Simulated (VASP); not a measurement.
SiO2:

```xyz
12
Lattice="4.9820 0.0000 0.0000 0.0000 4.9820 0.0000 0.0000 0.0000 6.9630" Properties=species:S:1:pos:R:3 pbc="T T T"
Si    3.9805    1.0015    5.2222
Si    3.4925    3.4925    3.4815
Si    1.0015    3.9805    1.7408
Si    1.4895    1.4895    0.0000
O     0.5155    1.1951    5.7227
O     1.2959    3.0065    0.5004
O     4.4665    3.7869    2.2412
O     3.6861    1.9755    3.9819
O     3.0065    1.2959    6.4626
O     3.7869    4.4665    4.7218
O     1.9755    3.6861    2.9811
O     1.1951    0.5155    1.2403
```

- Program: VASP 6.6.1
- Task: relaxation of cell and atoms
- Functional: RPBE
- Potentials or basis: VASP PAW PBE potentials, release 64 (Si, O)
- Cutoff: 600 eV
- k mesh: 6 × 6 × 4
- Occupations: fermi-dirac, width 0.05 eV
- Spin: no spin polarisation

At the start: pressure 8.6 GPa; volume 14.40 Å³/atom.

Q: Where does the relaxation end?

A: Over 32 steps the energy falls by 20.9 meV/atom and the volume is 15.74 Å³/atom (+9.3 %); space group P4_12_12 (No. 92, to 0.1 Å) before and after.

The path:
```csv
step,energy change (eV),largest force (eV/Å),pressure (GPa),volume (Å³)
1,0.0000,0.5089,8.57,172.82
2,0.2002,0.8102,-9.21,192.81
3,-0.2237,0.1571,0.08,180.84
4,-0.2237,0.1489,0.23,180.68
5,-0.2155,0.3815,-0.21,181.40
6,-0.2262,0.0645,0.07,180.92
7,-0.2276,0.0578,0.05,181.12
8,-0.2301,0.0529,0.00,181.71
9,-0.2279,0.1734,-0.13,182.91
10,-0.2304,0.0861,-0.03,182.03
11,-0.2318,0.0668,0.04,182.17
12,-0.2349,0.0657,0.28,182.58
13,-0.2372,0.1274,0.71,183.40
14,-0.2376,0.1204,0.70,183.47
15,-0.2387,0.1000,0.66,183.70
16,-0.2404,0.0638,0.59,184.15
17,-0.2424,0.0677,0.43,185.06
18,-0.2403,0.2372,0.11,186.89
19,-0.2426,0.1048,0.35,185.51
20,-0.2434,0.0910,0.23,185.78
21,-0.2446,0.0655,-0.13,186.60
22,-0.2446,0.0650,-0.21,186.80
23,-0.2455,0.0598,-0.21,186.95
24,-0.2476,0.0454,-0.18,187.40
25,-0.2500,0.0315,-0.14,188.30
26,-0.2478,0.0799,-0.12,190.11
27,-0.2503,0.0371,-0.13,188.78
28,-0.2506,0.0340,0.12,188.60
29,-0.2506,0.0290,0.07,188.63
30,-0.2509,0.0182,0.14,188.65
31,-0.2510,0.0261,0.17,188.65
32,-0.2512,0.0099,0.07,188.82
```

Final structure:
```cif
data_structure
_symmetry_space_group_name_H-M 'P 1'
_symmetry_Int_Tables_number 1
_cell_length_a 5.1321
_cell_length_b 5.1321
_cell_length_c 7.1691
_cell_angle_alpha 90.000
_cell_angle_beta 90.000
_cell_angle_gamma 90.000
_cell_volume 188.82
loop_
_atom_site_label
_atom_site_type_symbol
_atom_site_fract_x
_atom_site_fract_y
_atom_site_fract_z
_atom_site_occupancy
Si1 Si 0.79076 0.20924 0.75000 1
Si2 Si 0.70924 0.70924 0.50000 1
Si3 Si 0.20924 0.79076 0.25000 1
Si4 Si 0.29076 0.29076 0.00000 1
O1 O 0.08687 0.24244 0.82898 1
O2 O 0.25756 0.58687 0.07898 1
O3 O 0.91313 0.75756 0.32898 1
O4 O 0.74244 0.41313 0.57898 1
O5 O 0.58687 0.25756 0.92102 1
O6 O 0.75756 0.91313 0.67102 1
O7 O 0.41313 0.74244 0.42102 1
O8 O 0.24244 0.08687 0.17102 1
```

Caveat: the PAW data sets were made with another functional, which shifts forces and pressure a little.
